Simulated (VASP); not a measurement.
# NaCl (e600) (Fm-3m) in VASP: further runs, part 2 of 2

VASP 6.6.1. Earlier steps stand in the parts before.

## (4) Single point, PBE

This run uses another cell than the first one, of 19.22 Å³/atom, 0.866 times its volume.

Input file INCAR:

```
SYSTEM = NaCl
PREC = Accurate
ENCUT = 520
EDIFF = 1E-6
ISMEAR = 0
SIGMA = 0.02
LREAL = .False.
LASPH = .True.
NELM = 100
ALGO = Normal
ISIF = 2
LWAVE = .False.
LCHARG = .False.
GGA = PE
NBANDS = 14
```

Input file KPOINTS:

```
regular mesh
0
Gamma
  8 8 8
  0 0 0
```

Input file POSCAR:

```
NaCl
1.0
    0.0000000000      2.6785997408      2.6785997408
    2.6785997408      0.0000000000      2.6785997408
    2.6785997408      2.6785997408      0.0000000000
Na Cl
1 1
Direct
    0.0000000000      0.0000000000      0.0000000000
    0.5000000000      0.5000000000      0.5000000000
```

Potentials or basis: VASP PAW PBE potentials, release 64 (Na_pv, Cl).

Run with:

```console
$ cat potpaw_PBE.64/Na_pv/POTCAR potpaw_PBE.64/Cl/POTCAR > POTCAR
$ mpirun -np 1 vasp_std > vasp.out
```

OUTCAR:

```text
SYSTEM = NaCl
   PREC = Accurate
   ENCUT = 520
   EDIFF = 1E-6
   ISMEAR = 0
   LREAL = .False.
   LASPH = .True.
   NELM = 100
   ISIF = 2
   GGA = PE

 ion  position               nearest neighbor table
   1  0.000  0.000  0.000-   2 2.68   2 2.68   2 2.68   2 2.68   2 2.68   2 2.68
   2  0.500  0.500  0.500-   1 2.68   1 2.68   1 2.68   1 2.68   1 2.68   1 2.68

  LATTYP: Found a face centered cubic cell.
 ALAT       =     5.3571994816

  Lattice vectors:

 A1 = (   0.0000000000,   2.6785997408,   2.6785997408)
 A2 = (   2.6785997408,   0.0000000000,   2.6785997408)
 A3 = (   2.6785997408,   2.6785997408,   0.0000000000)

Analysis of symmetry for initial positions (statically):
=====================================================================
 Subroutine PRICEL returns:
 Original cell was already a primitive cell.

 Routine SETGRP: Setting up the symmetry group for a
 face centered cubic supercell.

 Subroutine GETGRP returns: Found 48 space group operations
 (whereof 48 operations were pure point group operations)
 out of a pool of 48 trial point group operations.

The static configuration has the point symmetry O_h .

Analysis of symmetry for dynamics (positions and initial velocities):
[... 165 lines left out ...]

 k-point     1 :       0.0000    0.0000    0.0000
  band No.  band energies     occupation
      1     -20.3080      2.00000
      2     -20.3080      2.00000
      3     -20.3080      2.00000
      4     -12.7998      2.00000
      5       0.2644      2.00000
      6       0.2644      2.00000
      7       0.2644      2.00000
      8       6.0377      0.00000
      9      11.5019      0.00000
     10      11.5019      0.00000
     11      11.5019      0.00000
     12      13.8789      0.00000
     13      13.8789      0.00000
     14      15.7431      0.00000
[... 377 lines left out ...]
      1     -20.3559      2.00000
      2     -20.3235      2.00000
      3     -20.3161      2.00000
      4     -12.2265      2.00000
      5      -1.8369      2.00000
      6      -0.7315      2.00000
      7      -0.2836      2.00000
      8       8.9749      0.00000
      9      10.3567      0.00000
     10      11.2639      0.00000
     11      12.5536      0.00000
     12      15.4125      0.00000
     13      16.9448      0.00000
     14      17.8538      0.00000

 [... further k-points ...]
[... 5 lines left out ...]
  --------------------------------------------------------------------------------------
  -------------------------------------------------------------------------------------
  Total        1.5964730      1.5964730      1.5964730      0.0000000      0.0000000     -0.0000000
  in kB       66.5455017     66.5455017     66.5455017      0.0000000      0.0000000     -0.0000000
  external PRESSURE =      66.5455017 kB  Pullay stress =       0.0000000 kB

 VOLUME and BASIS-vectors are now :
 -----------------------------------------------------------------------------
  energy-cutoff  :      520.00
  volume of cell :       38.44
      direct lattice vectors                 reciprocal lattice vectors
     0.000000000  2.678599741  2.678599741    -0.186664694  0.186664694  0.186664694
     2.678599741  0.000000000  2.678599741     0.186664694 -0.186664694  0.186664694
     2.678599741  2.678599741  0.000000000     0.186664694  0.186664694 -0.186664694

 POSITION                                       TOTAL-FORCE (eV/Angst)
 -----------------------------------------------------------------------------------
      0.00000      0.00000      0.00000        -0.000000     -0.000000     -0.000000
      2.67860      2.67860      2.67860         0.000000      0.000000      0.000000
 -----------------------------------------------------------------------------------
    total drift:                                0.000000      0.000000      0.000000

  FREE ENERGIE OF THE ION-ELECTRON SYSTEM (eV)
  ---------------------------------------------------
  free  energy   TOTEN  =        -6.6407390025 eV

  energy  without entropy=       -6.6407390025  energy(sigma->0) =       -6.64073900
```

OSZICAR:

```text
N       E                     dE             d eps       ncg     rms          rms(c)
DAV:   1     0.105251291591E+03    0.10525E+03   -0.73348E+03   824   0.106E+03
DAV:   2     0.720685629759E+00   -0.10453E+03   -0.95318E+02   904   0.285E+02
DAV:   3    -0.670752202400E+01   -0.74282E+01   -0.73887E+01  1040   0.706E+01
DAV:   4    -0.681873137911E+01   -0.11121E+00   -0.11114E+00   956   0.914E+00
DAV:   5    -0.682110332747E+01   -0.23719E-02   -0.23718E-02  1064   0.136E+00    0.225E+00
DAV:   6    -0.664877316654E+01    0.17233E+00   -0.26350E-01   992   0.336E+00    0.170E+00
DAV:   7    -0.663632880506E+01    0.12444E-01   -0.80151E-02  1122   0.180E+00    0.115E+00
DAV:   8    -0.664079594386E+01   -0.44671E-02   -0.83818E-03   896   0.852E-01    0.314E-01
DAV:   9    -0.664067275559E+01    0.12319E-03   -0.20898E-04  1034   0.126E-01    0.140E-01
DAV:  10    -0.664074051218E+01   -0.67757E-04   -0.16146E-04   944   0.128E-01    0.310E-02
DAV:  11    -0.664073843882E+01    0.20734E-05   -0.10203E-05  1022   0.361E-02    0.483E-03
DAV:  12    -0.664073900247E+01   -0.56365E-06   -0.10826E-06   938   0.118E-02
   1 F= -.66407390E+01 E0= -.66407390E+01  d E =-.155306E-49
```

Run time: 21 s. Hardware: 1 thread of Intel Xeon Platinum 8259CL at 2.50GHz (Skylake/Cascade Lake), shared host; peak memory 0.15 GiB.

Results:

```yaml
Free_energy: -6.6407 eV
Pressure: 6.7 GPa
Band_gap_on_the_k_mesh: 5.77 eV, direct
```

## (5) Relaxation of cell and atoms, PBE, target pressure 6.66 GPa, at which the enthalpy is minimised

This run uses another cell than the first one, of 19.22 Å³/atom, 0.866 times its volume.

Input file INCAR:

```
SYSTEM = NaCl
PREC = Accurate ; ENCUT = 600
EDIFF = 1E-6 ; ISMEAR = 0
SIGMA = 0.02 ; LREAL = .False.
LASPH = .True. ; NELM = 60
ALGO = Normal ; ISIF = 3
LWAVE = .False. ; LCHARG = .False.
GGA = PE ; IBRION = 2
NSW = 100 ; EDIFFG = -0.002
PSTRESS = 66.6
```

KPOINTS is that of step 4.

POSCAR is that of step 4.

Run with:

```console
$ cat potpaw_PBE.64/Na_pv/POTCAR potpaw_PBE.64/Cl/POTCAR > POTCAR
$ mpirun -np 1 vasp_std > vasp.out
```

It took 29 s on 1 thread of Intel Xeon Platinum 8259CL at 2.50GHz (Skylake/Cascade Lake), shared host; peak memory 0.16 GiB.

It converged, with:

- Free energy: -6.6420 eV
- Relaxed volume: 19.23 Å³/atom
- Relaxed cell: a = 3.789 Å, b = 3.789 Å, c = 3.789 Å, α = 60.00°, β = 60.00°, γ = 60.00°
- Space group after relaxing (to 0.05 Å): Fm-3m (No. 225)
- Energy change on relaxing (the enthalpy is what falls): -0.5 meV/atom
- Ionic steps: 2
- Pressure after relaxing: 6.7 GPa
- Band gap on the k mesh: 5.77 eV, direct

Step by step:
```tsv
step	energy change (eV)	largest force (eV/Å)	pressure (GPa)	volume (Å³)
1	0.0000	0.0000	6.69	38.44
2	-0.0009	0.0000	6.66	38.46
```

Final structure:
```yaml
crystal:
  lattice:
    - [0.00000, 2.67911, 2.67911]
    - [2.67911, 0.00000, 2.67911]
    - [2.67911, 2.67911, 0.00000]
  atoms:
    - { symbol: Na, position: [0.00000, 0.00000, 0.00000] }
    - { symbol: Cl, position: [0.50000, 0.50000, 0.50000] }
```

Levels at points of the mesh, in eV from the valence-band top:
```tsv
k point	band 5	band 6	band 7	band 8	band 9	band 10
(0.00, 0.00, 0.00)	0.00	0.00	0.00	5.77	11.24	11.24
(0.50, 0.00, 0.00)	-2.44	-0.36	-0.36	7.53	11.33	11.33
(0.50, 0.50, 0.00)	-2.10	-0.76	-0.76	7.89	7.98	12.48
```

Caveat: the cell is relaxed towards a set pressure, so the enthalpy falls and the energy may rise. A hybrid or GW would open this gap; PBE tends to underestimate it.

## (6) The runs side by side

```tsv
task	cell	k mesh	cutoff (eV)	smearing	gap on the mesh (eV)	pressure (GPa)
single point	a = 3.974 Å, angles 60.0°, 2 atoms	6 × 6 × 6	520	gaussian 0.1 eV	5.15	1.0
single point	a = 3.788 Å, angles 60.0°, 2 atoms	8 × 8 × 8	520	gaussian 0.02 eV	5.77	6.7
relaxation of cell and atoms	relaxed to 6.66 GPa from a = 3.788 Å, angles 60.0°, 2 atoms	8 × 8 × 8	600	gaussian 0.02 eV	5.77	6.7
```

Alike in all rows: level PBE; potentials or basis VASP PAW PBE potentials, release 64 (Na_pv, Cl); no spin polarisation.

Caveats: the cell is relaxed towards a set pressure, so the enthalpy falls and the energy may rise (some runs).

Absolute energies hang on the potentials; compare differences alone.
